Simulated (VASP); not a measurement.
# Ti (Fm-3m) in VASP: settings compared

The runs below take Ti through single point, with LDA, PBEsol.

Program: VASP 6.6.1. These are calculated values, not measurements. Logs are shortened: lines on timing, memory, paths and dates and some standing lists are left out, and cuts for length are marked.

## 1. The cell of the first run

It takes space group Fm-3m (No. 225, cubic). Conventional cell: a = 4.000 Å, b = 4.000 Å, c = 4.000 Å, α = 90.00°, β = 90.00°, γ = 90.00°. Within 3.7 Å of Ti (site symmetry m-3m) lie 12 Ti at 2.83 Å.

## 2. Single point, LDA

Contents of INCAR:

```
SYSTEM = Ti
ALGO = Normal ; EDIFF = 1E-7
ENCUT = 520 ; GGA = CA
ISIF = 2 ; ISMEAR = -1
LASPH = .True. ; LCHARG = .False.
LREAL = .False. ; LWAVE = .False.
NBANDS = 12 ; NELM = 80
PREC = Accurate ; SIGMA = 0.05
```

Contents of KPOINTS:

```
k-points
0
Gamma
  11 11 11
  0 0 0
```

Contents of POSCAR:

```
Ti
1.0
    0.0000000000      1.9998488382      1.9998488382
    1.9998488382      0.0000000000      1.9998488382
    1.9998488382      1.9998488382      0.0000000000
Ti
1
Direct
    0.0000000000      0.0000000000      0.0000000000
```

Potentials or basis: VASP PAW LDA potentials, release 64 (Ti_sv).

Launch:

```bash
cat potpaw_LDA.64/Ti_sv/POTCAR > POTCAR
mpirun -np 1 vasp_std > vasp.out
```

OUTCAR:

```text
SYSTEM = Ti
   EDIFF = 1E-7
   ENCUT = 520
   GGA = CA
   ISIF = 2
   ISMEAR = -1
   LASPH = .True.
   LREAL = .False.
   NELM = 80
   PREC = Accurate

 ion  position               nearest neighbor table
   1  0.000  0.000  0.000-

  LATTYP: Found a face centered cubic cell.
 ALAT       =     3.9996976764

  Lattice vectors:

 A1 = (   0.0000000000,   1.9998488382,   1.9998488382)
 A2 = (   1.9998488382,   0.0000000000,   1.9998488382)
 A3 = (   1.9998488382,   1.9998488382,   0.0000000000)

Analysis of symmetry for initial positions (statically):
=====================================================================
 Subroutine PRICEL returns:
 Original cell was already a primitive cell.

 Routine SETGRP: Setting up the symmetry group for a
 face centered cubic supercell.

 Subroutine GETGRP returns: Found 48 space group operations
 (whereof 48 operations were pure point group operations)
 out of a pool of 48 trial point group operations.

The static configuration has the point symmetry O_h .

Analysis of symmetry for dynamics (positions and initial velocities):
=====================================================================
 Subroutine PRICEL returns:
 Original cell was already a primitive cell.

 Routine SETGRP: Setting up the symmetry group for a
 face centered cubic supercell.

 Subroutine GETGRP returns: Found 48 space group operations
 (whereof 48 operations were pure point group operations)
 out of a pool of 48 trial point group operations.

The dynamic configuration has the point symmetry O_h .

 Subroutine INISYM returns: Found 48 space group operations
 (whereof 48 operations are pure point group operations),
 and found     1 'primitive' translations

----------------------------------------------------------------------------------------

                                     Primitive cell

  volume of cell :      15.9964

  direct lattice vectors                    reciprocal lattice vectors
     0.000000000  1.999848838  1.999848838    -0.250018897  0.250018897  0.250018897
     1.999848838  0.000000000  1.999848838     0.250018897 -0.250018897  0.250018897
     1.999848838  1.999848838  0.000000000     0.250018897  0.250018897 -0.250018897

  length of vectors
     2.828213350  2.828213350  2.828213350     0.433045432  0.433045432  0.433045432

  position of ions in fractional coordinates (direct lattice)
     0.000000000  0.000000000  0.000000000

  ion indices of the primitive-cell ions
   primitive index   ion index
                 1           1

----------------------------------------------------------------------------------------

 KPOINTS: k-points

Automatic generation of k-mesh.
 Grid dimensions read from file:
 generate k-points for:   11   11   11

 Generating k-lattice:

  Cartesian coordinates                     Fractional coordinates (reciprocal lattice)
    -0.022728991  0.022728991  0.022728991     0.090909091  0.000000000  0.000000000
     0.022728991 -0.022728991  0.022728991     0.000000000  0.090909091  0.000000000
     0.022728991  0.022728991 -0.022728991     0.000000000  0.000000000  0.090909091

  Length of vectors
     0.039367767  0.039367767  0.039367767

  Shift w.r.t. Gamma in fractional coordinates (k-lattice)
     0.000000000  0.000000000  0.000000000

 Subroutine IBZKPT returns following result:
 ===========================================

 Found     56 irreducible k-points:

 Following reciprocal coordinates:
            Coordinates               Weight
  0.000000  0.000000  0.000000      1.000000
  0.090909  0.000000  0.000000      8.000000
  0.181818  0.000000  0.000000      8.000000
  0.272727  0.000000  0.000000      8.000000
  0.363636  0.000000  0.000000      8.000000
  0.454545  0.000000  0.000000      8.000000
[... 16 lines left out ...]
 -0.272727  0.181818  0.000000     24.000000
 -0.181818  0.181818  0.000000     12.000000
 [... further k-points ...]
   k-points           NKPTS =     56   k-points in BZ     NKDIM =     56   number of bands    NBANDS=     12
   number of dos      NEDOS =    301   number of ions     NIONS =      1
   total plane-waves  NPLWV =  13824
   dimension x,y,z NGX =    24 NGY =   24 NGZ =   24
   dimension x,y,z NGXF=    48 NGYF=   48 NGZF=   48
   ions per type =               1
   NGX,Y,Z   is equivalent  to a cutoff of  14.11, 14.11, 14.11 a.u.
   NGXF,Y,Z  is equivalent  to a cutoff of  28.22, 28.22, 28.22 a.u.
 SYSTEM =  Ti
   PREC   = accura    normal or accurate (medium, high low for compatibility)
   ISTART =      0    job   : 0-new  1-cont  2-samecut
   ICHARG =      2    charge: 1-file 2-atom 10-const
   ISPIN  =      1    spin polarized calculation?
   LNONCOLLINEAR =      F non collinear calculations
   LSORBIT =      F    spin-orbit coupling
   LASPH  =      T    aspherical Exc in radial PAW
   ENCUT  =  520.0 eV  38.22 Ry    6.18 a.u.   5.26  5.26  5.26*2*pi/ulx,y,z
   NELM   =     80;   NELMIN=  2; NELMDL= -5     # of ELM steps
   EDIFF  = 0.1E-06   stopping-criterion for ELM
   LREAL  =      F    real-space projection
   EDIFFG = 0.1E-05   stopping-criterion for IOM
   NSW    =      0    number of steps for IOM
   IBRION =     -1    ionic relax: 0-MD 1-quasi-New 2-CG
   NFREE  =      0    steps in history (QN), initial steepest desc. (CG)
   ISIF   =      2    stress and relaxation
   ISYM   =      2    0-nonsym 1-usesym 2-fastsym
   POTIM  = 0.5000    time-step for ionic-motion
   TEBEG  =    0.0;   TEEND  =   0.0 temperature during run
   PSTRESS=    0.0 pullay stress
   NELECT =      12.0000    total number of electrons
   NUPDOWN=      -1.0000    fix difference up-down
   EMIN   =  10.00;   EMAX   =-10.00  energy-range for DOS
   EFERMI =   0.00;   METHOD = LEGACY
   ISMEAR =    -1;   SIGMA  =   0.05  broadening in eV -4-tet -1-fermi 0-gaus
   EFERMI_NEDOS =   21; number of points for ismear=-14 and -15
   IALGO  =     38    algorithm
   IMIX   =      4    mixing-type and parameters
     AMIX     =   0.40;   BMIX     =  1.00
     AMIX_MAG =   1.60;   BMIX_MAG =  1.00
  volume/ion in A,a.u.               =      16.00       107.95
  Fermi-wavevector in a.u.,A,eV,Ry     =   1.487515  2.810996 30.105631  2.212701
  Thomas-Fermi vector in A             =   2.600666
   LORBIT       =      0    0 simple, 1 ext, 2 COOP (PROOUT), +10 PAW based schemes
   GGA     = CA    functional components
   LHFCALC =     F    Hartree Fock is set to
   AEXX    =    0.0000 exact exchange contribution
   IVDW    =     0    specifies the selected vdW correction
   LEPSILON=     F    determine dielectric tensor
   LRPA    =     F    only Hartree local field effects (RPA)
 non-spin polarized calculation
  energy-cutoff  :      520.00
  volume of cell :       16.00
 maximum number of plane-waves:       444
 NGX is ok and might be reduce to    24
   NGX = 11   NGY = 11   NGZ = 11

 number of electron      11.9999999 magnetization

 Free energy of the ion-electron system (eV)
  ---------------------------------------------------
  ext. energy  EPLUGINS =         0.00000000
  ---------------------------------------------------
  free energy    TOTEN  =        -8.51114322 eV

  energy without entropy =       -8.50263018  energy(sigma->0) =       -8.50688670

 E-fermi :   8.8857     XC(G=0): -12.1822

 val. band max:        8.7818943091   @ k =   0.1818   0.1818   0.0000
 cond. band min:       8.9035308967   @ k =   0.2727   0.0000   0.0000
 fundamental gap:      0.1216365875
 Fermi energy:         8.8856827281

 k-point     1 :       0.0000    0.0000    0.0000
  band No.  band energies     occupation
      1     -46.9971      2.00000
      2     -23.1134      2.00000
      3     -23.1134      2.00000
      4     -23.1134      2.00000
      5       2.6886      2.00000
      6       9.7838      0.00000
      7       9.7838      0.00000
      8       9.7838      0.00000
      9      11.5827      0.00000
     10      11.5827      0.00000
     11      24.6908      0.00000
     12      29.4873      0.00000

 k-point     2 :       0.0909    0.0000    0.0000
  band No.  band energies     occupation
      1     -46.9831      2.00000
      2     -23.1879      2.00000
      3     -23.1225      2.00000
      4     -23.1225      2.00000
      5       2.9763      2.00000
      6       9.6068      0.00000
      7       9.8872      0.00000
      8       9.8872      0.00000
      9      11.5170      0.00000
     10      11.5170      0.00000
     11      24.9510      0.00000
     12      27.7098      0.00000

 k-point     3 :       0.1818    0.0000    0.0000
  band No.  band energies     occupation
      1     -46.9451      2.00000
      2     -23.3850      2.00000
      3     -23.1468      2.00000
      4     -23.1468      2.00000
      5       3.7751      2.00000
      6       9.2070      0.00323
      7      10.0673      0.00000
      8      10.0673      0.00000
      9      11.4749      0.00000
     10      11.4749      0.00000
     11      24.5598      0.00000
     12      25.8578      0.00000

 k-point     4 :       0.2727    0.0000    0.0000
  band No.  band energies     occupation
      1     -46.8950      2.00000
      2     -23.6372      2.00000
      3     -23.1784      2.00000
      4     -23.1784      2.00000
      5       4.8575      2.00000
      6       8.9035      0.82339
      7      10.0210      0.00000
      8      10.0210      0.00000
      9      11.7886      0.00000
     10      11.7886      0.00000
     11      22.1498      0.00000
     12      25.4090      0.00000

 k-point     5 :       0.3636    0.0000    0.0000
  band No.  band energies     occupation
      1     -46.8485      2.00000
      2     -23.8636      2.00000
      3     -23.2073      2.00000
      4     -23.2073      2.00000
      5       5.7463      2.00000
      6       9.1029      0.02560
      7       9.8074      0.00000
      8       9.8074      0.00000
      9      12.3465      0.00000
     10      12.3465      0.00000
     11      19.8227      0.00000
     12      24.5876      0.00000

 k-point     6 :       0.4545    0.0000    0.0000
  band No.  band energies     occupation
      1     -46.8207      2.00000
      2     -23.9959      2.00000
      3     -23.2243      2.00000
      4     -23.2243      2.00000
      5       6.0841      2.00000
      6       9.6536      0.00000
      7       9.6536      0.00000
      8       9.7233      0.00000
      9      12.7585      0.00000
     10      12.7585      0.00000
     11      18.2134      0.00000
     12      24.0226      0.00000

 k-point     7 :       0.0909    0.0909    0.0000
  band No.  band energies     occupation
      1     -46.9784      2.00000
      2     -23.1863      2.00000
      3     -23.1386      2.00000
      4     -23.1386      2.00000
      5       3.0710      2.00000
      6       9.4912      0.00001
      7       9.9621      0.00000
      8       9.9621      0.00000
      9      11.2968      0.00000
     10      11.6708      0.00000
     11      25.0761      0.00000
     12      28.0691      0.00000

 k-point     8 :       0.1818    0.0909    0.0000
  band No.  band energies     occupation
      1     -46.9484      2.00000
      2     -23.3324      2.00000
      3     -23.1688      2.00000
      4     -23.1563      2.00000
      5       3.6983      2.00000
      6       9.1377      0.01285
      7      10.1414      0.00000
      8      10.1727      0.00000
      9      11.0739      0.00000
     10      11.7483      0.00000
     11      25.2570      0.00000
     12      26.1735      0.00000
[... 166 lines left out ...]
 k-point    20 :       0.4545    0.1818    0.0000
  band No.  band energies     occupation
      1     -46.8109      2.00000
      2     -23.8653      2.00000
      3     -23.3542      2.00000
      4     -23.2884      2.00000
      5       6.6055      2.00000
      6       8.2227      2.00000
      7       9.3232      0.00032
      8      10.4784      0.00000
      9      12.8685      0.00000
     10      13.3989      0.00000
     11      19.2339      0.00000
     12      24.2117      0.00000

 k-point    21 :      -0.4545    0.1818    0.0000
  band No.  band energies     occupation
      1     -46.7952      2.00000
      2     -23.9216      2.00000
      3     -23.4038      2.00000
      4     -23.2773      2.00000
      5       6.8910      2.00000
      6       8.3118      1.99998
      7       9.4332      0.00004
      8      10.3201      0.00000
      9      12.7532      0.00000
     10      14.4518      0.00000
     11      17.8058      0.00000
     12      23.5561      0.00000

 k-point    22 :      -0.3636    0.1818    0.0000
  band No.  band energies     occupation
      1     -46.8044      2.00000
      2     -23.8793      2.00000
      3     -23.4227      2.00000
      4     -23.2470      2.00000
      5       6.8579      2.00000
      6       8.5150      1.99879
      7       9.1964      0.00399
      8      10.2973      0.00000
      9      12.2118      0.00000
     10      14.2574      0.00000
     11      18.7542      0.00000
     12      23.2278      0.00000

 k-point    23 :      -0.2727    0.1818    0.0000
  band No.  band energies     occupation
      1     -46.8355      2.00000
      2     -23.7600      2.00000
      3     -23.3956      2.00000
      4     -23.2069      2.00000
      5       6.3251      2.00000
      6       8.5545      1.99735
      7       9.2013      0.00362
      8      10.4396      0.00000
      9      11.4665      0.00000
     10      13.5112      0.00000
     11      21.0144      0.00000
     12      23.2733      0.00000

 k-point    24 :      -0.1818    0.1818    0.0000
  band No.  band energies     occupation
      1     -46.8783      2.00000
      2     -23.6128      2.00000
      3     -23.3177      2.00000
      4     -23.1696      2.00000
      5       5.3066      2.00000
      6       8.6385      1.98584
      7       9.6859      0.00000
      8      10.7198      0.00000
      9      10.7704      0.00000
     10      12.6835      0.00000
     11      23.2222      0.00000
     12      23.8554      0.00000

 [... further k-points ...]
[... 5 lines left out ...]
  --------------------------------------------------------------------------------------
  -------------------------------------------------------------------------------------
  Total       -0.0221320     -0.0221320     -0.0221320     -0.0000000     -0.0000000     -0.0000000
  in kB       -2.2167133     -2.2167133     -2.2167133     -0.0000000     -0.0000000     -0.0000000
  external PRESSURE =      -2.2167133 kB  Pullay stress =       0.0000000 kB

 VOLUME and BASIS-vectors are now :
 -----------------------------------------------------------------------------
  energy-cutoff  :      520.00
  volume of cell :       16.00
      direct lattice vectors                 reciprocal lattice vectors
     0.000000000  1.999848838  1.999848838    -0.250018897  0.250018897  0.250018897
     1.999848838  0.000000000  1.999848838     0.250018897 -0.250018897  0.250018897
     1.999848838  1.999848838  0.000000000     0.250018897  0.250018897 -0.250018897

 POSITION                                       TOTAL-FORCE (eV/Angst)
 -----------------------------------------------------------------------------------
      0.00000      0.00000      0.00000        -0.000000     -0.000000      0.000000
 -----------------------------------------------------------------------------------
    total drift:                               -0.000000     -0.000000     -0.000000

  FREE ENERGIE OF THE ION-ELECTRON SYSTEM (eV)
  ---------------------------------------------------
  free  energy   TOTEN  =        -8.5111432200 eV

  energy  without entropy=       -8.5026301809  energy(sigma->0) =       -8.50688670
```

Wall time 16 s (1 thread of AMD EPYC 7R43 (Zen 3), shared host); peak memory 0.1 GiB.

What came out:

- Free energy: -8.5111 eV
- Pressure: -0.2 GPa
- Band gap on the k mesh: zero (band 6 reaches 9.78 eV, above the bottom of band 7 at 8.59 eV)

Levels at points of the mesh, in eV from the Fermi level:
| k point | band 4 | band 5 | band 6 | band 7 | band 8 | band 9 |
| --- | --- | --- | --- | --- | --- | --- |
| (0.00, 0.00, 0.00) | -32.00 | -6.20 | 0.90 | 0.90 | 0.90 | 2.70 |

## 3. Single point, PBEsol

This run uses another cell than the first one, of 16.65 Å³/atom, 1.041 times its volume.

Contents of INCAR:

```
PREC = Accurate ; ENCUT = 520
EDIFF = 1E-6 ; ISMEAR = -1
SIGMA = 0.05 ; LREAL = F
LASPH = T ; NELM = 100
ALGO = Normal ; ISIF = 2
LWAVE = F ; LCHARG = F
GGA = PS ; NBANDS = 12
```

Contents of KPOINTS:

```
regular mesh
0
Gamma
  11 11 11
```

Contents of POSCAR:

```
Ti
1.0
    0.0000000000      2.0267781238      2.0267781238
    2.0267781238      0.0000000000      2.0267781238
    2.0267781238      2.0267781238      0.0000000000
Ti
1
Direct
    0.0000000000      0.0000000000      0.0000000000
```

Potentials or basis: VASP PAW PBE potentials, release 64 (Ti_sv).

Launch:

```bash
cat potpaw_PBE.64/Ti_sv/POTCAR > POTCAR
mpirun -np 1 vasp_std > vasp.out
```

Wall time 15 s (1 thread of AMD EPYC 7R43 (Zen 3), shared host); peak memory 0.11 GiB.

Results (log left out):

| Quantity | Value |
| --- | --- |
| Free energy | -8.2936 eV |
| Pressure | -0.3 GPa |
| Band gap on the k mesh | zero (band 6 reaches 9.46 eV, above the bottom of band 7 at 8.27 eV) |

Levels at points of the mesh, in eV from the Fermi level:
```tsv
k point	band 3	band 4	band 5	band 6	band 7	band 8	band 9	band 10
(0.00, 0.00, 0.00)	-32.30	-32.30	-6.20	0.91	0.91	0.91	2.63	2.63
```

Caveat: the PAW data sets were made with another functional, which shifts forces and pressure a little.
